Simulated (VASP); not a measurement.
# Cd (P6_3/mmc) in VASP: single point with PBEsol

Aim: the single point of Cd with PBEsol.

All numbers are computed with VASP 6.6.1; they aren't measurements. Logs are shortened: lines on timing, memory, paths and dates and some standing lists are left out, and cuts for length are marked.

### 1 The cell of the first run

It takes space group P6_3/mmc (No. 194, hexagonal). The conventional cell has a = 2.908 Å, b = 2.908 Å, c = 5.204 Å, α = 90.00°, β = 90.00°, γ = 120.00°. Cd (site symmetry -6m2) has 12 Cd at 2.91 to 3.10 Å within 3.8 Å.

### 2 Single point, PBEsol

INCAR reads:

```
SYSTEM = Cd
PREC = Accurate ; ENCUT = 630
EDIFF = 1E-6 ; ISMEAR = -1
SIGMA = 0.1 ; LREAL = .FALSE.
LASPH = .TRUE. ; NELM = 120
ALGO = Normal ; ISIF = 2
LWAVE = .FALSE. ; LCHARG = .FALSE.
GGA = PS ; NBANDS = 27
GGA_COMPAT = .FALSE.
```

KPOINTS reads:

```
Automatic mesh
0
G
  18 18 8
  0 0 0
```

POSCAR reads:

```
Cd
1.0
    2.9079723057      0.0000000000      0.0000000000
   -1.4539861529      2.5183778902      0.0000000000
    0.0000000000      0.0000000000      5.2042293152
Cd
2
Direct
    0.3333333333      0.6666666667      0.2500000000
    0.6666666667      0.3333333333      0.7500000000
```

Potentials or basis: VASP PAW PBE potentials, release 64 (Cd_sv_GW).

On the command line:

```bash
$ cat potpaw_PBE.64/Cd_sv_GW/POTCAR > POTCAR
$ mpirun -np 1 vasp_std > vasp.out
```

OUTCAR:

```text
SYSTEM = Cd
   PREC = Accurate
   ENCUT = 630
   EDIFF = 1E-6
   ISMEAR = -1
   LREAL = .FALSE.
   LASPH = .TRUE.
   NELM = 120
   ISIF = 2
   GGA = PS

 ion  position               nearest neighbor table
   1  0.333  0.667  0.250-
   2  0.667  0.333  0.750-

  LATTYP: Found a hexagonal cell.
 ALAT       =     2.9079723057
 C/A-ratio  =     1.7896419801

  Lattice vectors:

 A1 = (   2.9079723057,   0.0000000000,   0.0000000000)
 A2 = (  -1.4539861529,   2.5183778902,   0.0000000000)
 A3 = (   0.0000000000,   0.0000000000,   5.2042293152)

Analysis of symmetry for initial positions (statically):
=====================================================================
 Subroutine PRICEL returns:
 Original cell was already a primitive cell.

 Routine SETGRP: Setting up the symmetry group for a
 hexagonal supercell.

 Subroutine GETGRP returns: Found 24 space group operations
 (whereof 12 operations were pure point group operations)
 out of a pool of 24 trial point group operations.

The static configuration has the point symmetry D_3d.
 The point group associated with its full space group is D_6h.

Analysis of symmetry for dynamics (positions and initial velocities):
=====================================================================
 Subroutine PRICEL returns:
 Original cell was already a primitive cell.

 Routine SETGRP: Setting up the symmetry group for a
 hexagonal supercell.

 Subroutine GETGRP returns: Found 24 space group operations
 (whereof 12 operations were pure point group operations)
 out of a pool of 24 trial point group operations.

The dynamic configuration has the point symmetry D_3d.
 The point group associated with its full space group is D_6h.

 Subroutine INISYM returns: Found 24 space group operations
 (whereof 12 operations are pure point group operations),
 and found     1 'primitive' translations

----------------------------------------------------------------------------------------

                                     Primitive cell

  volume of cell :      38.1125

  direct lattice vectors                    reciprocal lattice vectors
     2.907972306  0.000000000  0.000000000     0.343882230  0.198540498  0.000000000
    -1.453986153  2.518377890  0.000000000     0.000000000  0.397080996  0.000000000
     0.000000000  0.000000000  5.204229315     0.000000000  0.000000000  0.192151410

  length of vectors
     2.907972306  2.907972306  5.204229315     0.397080996  0.397080996  0.192151410

  position of ions in fractional coordinates (direct lattice)
     0.333333333  0.666666667  0.250000000
     0.666666667  0.333333333  0.750000000

  ion indices of the primitive-cell ions
   primitive index   ion index
                 1           1
                 2           2

----------------------------------------------------------------------------------------

 KPOINTS: Automatic mesh

Automatic generation of k-mesh.
 Grid dimensions read from file:
 generate k-points for:   18   18    8

 Generating k-lattice:

  Cartesian coordinates                     Fractional coordinates (reciprocal lattice)
     0.019104568  0.011030028  0.000000000     0.055555556  0.000000000  0.000000000
     0.000000000  0.022060055  0.000000000     0.000000000  0.055555556  0.000000000
     0.000000000  0.000000000  0.024018926     0.000000000  0.000000000  0.125000000

  Length of vectors
     0.022060055  0.022060055  0.024018926

  Shift w.r.t. Gamma in fractional coordinates (k-lattice)
     0.000000000  0.000000000  0.000000000

 Subroutine IBZKPT returns following result:
 ===========================================

 Found    185 irreducible k-points:

 Following reciprocal coordinates:
            Coordinates               Weight
  0.000000  0.000000  0.000000      1.000000
  0.055556  0.000000  0.000000      6.000000
  0.111111  0.000000  0.000000      6.000000
  0.166667  0.000000  0.000000      6.000000
  0.222222 -0.000000  0.000000      6.000000
  0.277778 -0.000000  0.000000      6.000000
[... 16 lines left out ...]
  0.333333  0.111111  0.000000     12.000000
  0.388889  0.111111  0.000000     12.000000
 [... further k-points ...]
   k-points           NKPTS =    185   k-points in BZ     NKDIM =    185   number of bands    NBANDS=     27
   number of dos      NEDOS =    301   number of ions     NIONS =      2
   total plane-waves  NPLWV =  27648
   dimension x,y,z NGX =    24 NGY =   24 NGZ =   48
   dimension x,y,z NGXF=    48 NGYF=   48 NGZF=   96
   ions per type =               2
   NGX,Y,Z   is equivalent  to a cutoff of  13.72, 13.72, 15.33 a.u.
   NGXF,Y,Z  is equivalent  to a cutoff of  27.44, 27.44, 30.67 a.u.
 SYSTEM =  Cd
   PREC   = accura    normal or accurate (medium, high low for compatibility)
   ISTART =      0    job   : 0-new  1-cont  2-samecut
   ICHARG =      2    charge: 1-file 2-atom 10-const
   ISPIN  =      1    spin polarized calculation?
   LNONCOLLINEAR =      F non collinear calculations
   LSORBIT =      F    spin-orbit coupling
   LASPH  =      T    aspherical Exc in radial PAW
   ENCUT  =  630.0 eV  46.30 Ry    6.80 a.u.   5.95  5.95 10.65*2*pi/ulx,y,z
   NELM   =    120;   NELMIN=  2; NELMDL= -5     # of ELM steps
   EDIFF  = 0.1E-05   stopping-criterion for ELM
   LREAL  =      F    real-space projection
   EDIFFG = 0.1E-04   stopping-criterion for IOM
   NSW    =      0    number of steps for IOM
   IBRION =     -1    ionic relax: 0-MD 1-quasi-New 2-CG
   NFREE  =      0    steps in history (QN), initial steepest desc. (CG)
   ISIF   =      2    stress and relaxation
   ISYM   =      2    0-nonsym 1-usesym 2-fastsym
   POTIM  = 0.5000    time-step for ionic-motion
   TEBEG  =    0.0;   TEEND  =   0.0 temperature during run
   PSTRESS=    0.0 pullay stress
   NELECT =      40.0000    total number of electrons
   NUPDOWN=      -1.0000    fix difference up-down
   EMIN   =  10.00;   EMAX   =-10.00  energy-range for DOS
   EFERMI =   0.00;   METHOD = LEGACY
   ISMEAR =    -1;   SIGMA  =   0.10  broadening in eV -4-tet -1-fermi 0-gaus
   EFERMI_NEDOS =   21; number of points for ismear=-14 and -15
   IALGO  =     38    algorithm
   IMIX   =      4    mixing-type and parameters
     AMIX     =   0.40;   BMIX     =  1.00
     AMIX_MAG =   1.60;   BMIX_MAG =  1.00
  volume/ion in A,a.u.               =      19.06       128.60
  Fermi-wavevector in a.u.,A,eV,Ry     =   1.663690  3.143917 37.659063  2.767863
  Thomas-Fermi vector in A             =   2.750363
   LORBIT       =      0    0 simple, 1 ext, 2 COOP (PROOUT), +10 PAW based schemes
   GGA     = PS    functional components
   LHFCALC =     F    Hartree Fock is set to
   AEXX    =    0.0000 exact exchange contribution
   IVDW    =     0    specifies the selected vdW correction
   LEPSILON=     F    determine dielectric tensor
   LRPA    =     F    only Hartree local field effects (RPA)
 non-spin polarized calculation
  energy-cutoff  :      630.00
  volume of cell :       38.11
 maximum number of plane-waves:      1392
 NGX is ok and might be reduce to    24
   NGX = 11   NGY = 11   NGZ = 21

 number of electron      39.9999997 magnetization

 Free energy of the ion-electron system (eV)
  ---------------------------------------------------
  ext. energy  EPLUGINS =         0.00000000
  ---------------------------------------------------
  free energy    TOTEN  =        -2.44964158 eV

  energy without entropy =       -2.43419543  energy(sigma->0) =       -2.44191851

 E-fermi :   7.8939     XC(G=0): -12.2124

 val. band max:        7.8902406740   @ k =   0.3333   0.2222   0.2500
 cond. band min:       7.9368149506   @ k =   0.3333   0.2222   0.0000
 fundamental gap:      0.0465742766
 Fermi energy:         7.8939317828

 k-point     1 :       0.0000    0.0000    0.0000
  band No.  band energies     occupation
      1     -95.4496      2.00000
      2     -95.4463      2.00000
      3     -56.5386      2.00000
      4     -56.4941      2.00000
      5     -56.4849      2.00000
      6     -56.4849      2.00000
[... 19 lines left out ...]
     26      22.8811      0.00000
     27      24.8532      0.00000

 k-point     2 :       0.0556    0.0000    0.0000
  band No.  band energies     occupation
      1     -95.4494      2.00000
      2     -95.4461      2.00000
      3     -56.5381      2.00000
      4     -56.4942      2.00000
      5     -56.4871      2.00000
      6     -56.4855      2.00000
[... 19 lines left out ...]
     26      23.3856      0.00000
     27      25.1626      0.00000

 k-point     3 :       0.1111    0.0000    0.0000
  band No.  band energies     occupation
      1     -95.4488      2.00000
      2     -95.4457      2.00000
      3     -56.5365      2.00000
      4     -56.4944      2.00000
      5     -56.4933      2.00000
      6     -56.4880      2.00000
[... 19 lines left out ...]
     26      23.7139      0.00000
     27      23.8215      0.00000

 k-point     4 :       0.1667    0.0000    0.0000
  band No.  band energies     occupation
      1     -95.4479      2.00000
      2     -95.4450      2.00000
      3     -56.5340      2.00000
      4     -56.5028      2.00000
      5     -56.4975      2.00000
      6     -56.4948      2.00000
[... 19 lines left out ...]
     26      21.9929      0.00000
     27      22.7677      0.00000

 k-point     5 :       0.2222   -0.0000    0.0000
  band No.  band energies     occupation
      1     -95.4468      2.00000
      2     -95.4441      2.00000
      3     -56.5308      2.00000
      4     -56.5144      2.00000
      5     -56.5092      2.00000
      6     -56.4955      2.00000
[... 19 lines left out ...]
     26      21.4608      0.00000
     27      21.7800      0.00000

 k-point     6 :       0.2778   -0.0000    0.0000
  band No.  band energies     occupation
      1     -95.4455      2.00000
      2     -95.4433      2.00000
      3     -56.5271      2.00000
      4     -56.5268      2.00000
      5     -56.5217      2.00000
      6     -56.4968      2.00000
[... 444 lines left out ...]
      1     -95.4452      2.00000
      2     -95.4430      2.00000
      3     -56.5275      2.00000
      4     -56.5259      2.00000
      5     -56.5240      2.00000
      6     -56.4995      2.00000
[... 19 lines left out ...]
     26      20.7246      0.00000
     27      21.1289      0.00000

 k-point    22 :       0.2778    0.1111    0.0000
  band No.  band energies     occupation
      1     -95.4440      2.00000
      2     -95.4422      2.00000
      3     -56.5378      2.00000
      4     -56.5337      2.00000
      5     -56.5222      2.00000
      6     -56.5036      2.00000
[... 19 lines left out ...]
     26      20.2226      0.00000
     27      20.4680      0.00000

 k-point    23 :       0.3333    0.1111    0.0000
  band No.  band energies     occupation
      1     -95.4431      2.00000
      2     -95.4417      2.00000
      3     -56.5462      2.00000
      4     -56.5416      2.00000
      5     -56.5187      2.00000
      6     -56.5070      2.00000
[... 19 lines left out ...]
     26      19.8588      0.00000
     27      19.9423      0.00000

 k-point    24 :       0.3889    0.1111    0.0000
  band No.  band energies     occupation
      1     -95.4424      2.00000
      2     -95.4413      2.00000
      3     -56.5517      2.00000
      4     -56.5467      2.00000
      5     -56.5159      2.00000
      6     -56.5092      2.00000
[... 19 lines left out ...]
     26      19.6048      0.00000
     27      19.6384      0.00000

 [... further k-points ...]
[... 5 lines left out ...]
  --------------------------------------------------------------------------------------
  -------------------------------------------------------------------------------------
  Total        1.5940262      1.5940262      1.5872582     -0.0000000     -0.0000000      0.0000000
  in kB       67.0098216     67.0098216     66.7253040     -0.0000000     -0.0000000      0.0000000
  external PRESSURE =      66.9149824 kB  Pullay stress =       0.0000000 kB

 VOLUME and BASIS-vectors are now :
 -----------------------------------------------------------------------------
  energy-cutoff  :      630.00
  volume of cell :       38.11
      direct lattice vectors                 reciprocal lattice vectors
     2.907972306  0.000000000  0.000000000     0.343882230  0.198540498  0.000000000
    -1.453986153  2.518377890  0.000000000     0.000000000  0.397080996  0.000000000
     0.000000000  0.000000000  5.204229315     0.000000000  0.000000000  0.192151410

 POSITION                                       TOTAL-FORCE (eV/Angst)
 -----------------------------------------------------------------------------------
     -0.00000      1.67892      1.30106         0.000000      0.000000      0.000000
      1.45399      0.83946      3.90317        -0.000000     -0.000000      0.000000
 -----------------------------------------------------------------------------------
    total drift:                               -0.000000      0.000000      0.000000

  FREE ENERGIE OF THE ION-ELECTRON SYSTEM (eV)
  ---------------------------------------------------
  free  energy   TOTEN  =        -2.4496415844 eV

  energy  without entropy=       -2.4341954301  energy(sigma->0) =       -2.44191851
```

Run time: 5.1 min. Hardware: 1 thread of AMD EPYC 7R43 (Zen 3), shared host; peak memory 0.32 GiB.

Results:

```
Free energy            : -2.4496 eV
Pressure               : 6.7 GPa
Band gap on the k mesh : zero (bands 20 and 21 overlap by 3.71 eV)
```

Levels at points of the mesh, in eV from the Fermi level:
| k point | band 16 | band 17 | band 18 | band 19 | band 20 | band 21 | band 22 | band 23 | band 24 | band 25 |
| --- | --- | --- | --- | --- | --- | --- | --- | --- | --- | --- |
| (0.00, 0.00, 0.00) | -9.08 | -9.08 | -8.65 | -8.65 | -3.58 | -2.42 | 12.17 | 13.50 | 14.94 | 14.94 |
| (0.50, 0.00, 0.00) | -8.64 | -8.41 | -8.36 | -3.01 | -2.26 | 2.35 | 3.00 | 3.98 | 5.62 | 7.99 |
| (0.00, 0.00, 0.50) | -8.82 | -8.82 | -8.82 | -8.16 | -8.16 | 4.87 | 4.87 | 13.79 | 13.79 | 15.86 |
| (0.50, 0.00, 0.50) | -8.65 | -8.38 | -8.38 | -2.13 | -2.13 | 0.11 | 0.11 | 9.00 | 9.00 | 10.05 |

Caveat: the cell stands under pressure; the PAW data sets were made with another functional, which shifts forces and pressure a little.

The gap in the log of VASP goes by the Fermi energy; the results here count the filled bands.